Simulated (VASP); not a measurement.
## NbSi: single point with r2SCAN

The system is NbSi.

```
Nb Si
1.0
     0.00000    3.49026    0.00000
     3.49026    0.00000    0.00000
     1.74513    1.74513   -2.73959
Nb Si
1 1
Direct
  0.41400 0.41400 0.17200
  0.00000 0.00000 0.00000
```

* Program: VASP 6.6.1
* Task: single point
* Functional: r2SCAN
* Potentials or basis: VASP PAW PBE potentials, release 64 (Nb_sv, Si)
* Cutoff: 520 eV
* k mesh: 9 × 9 × 9
* Occupations: tetrahedron
* Spin: no spin polarisation

```yaml
Pressure: 15.1 GPa
Largest_force: 3.994 eV/Å
```

Forces on the atoms (eV/Å):
```
Nb   0.000  0.000  3.994
Si   0.000  0.000 -3.994
```

Stress tensor (GPa, compression positive):
```
11.04  0.00  0.00
 0.00 11.04  0.00
 0.00  0.00 23.10
```

Levels at points of the mesh, in eV from the Fermi level:
```tsv
k point	band 4	band 5	band 6	band 7	band 8	band 9	band 10	band 11	band 12	band 13
(0.00, 0.00, 0.00)	-32.21	-11.25	-2.28	-1.67	-1.62	-1.62	-0.30	3.93	3.93	4.52
```

Run time: 6.2 min on 1 thread of Intel Xeon 8259CL, on a shared host, peak memory 0.2 GiB.

Caveat: the PAW data sets were made with another functional, which shifts forces and pressure a little; tetrahedron occupations give inexact forces and stress in metals.
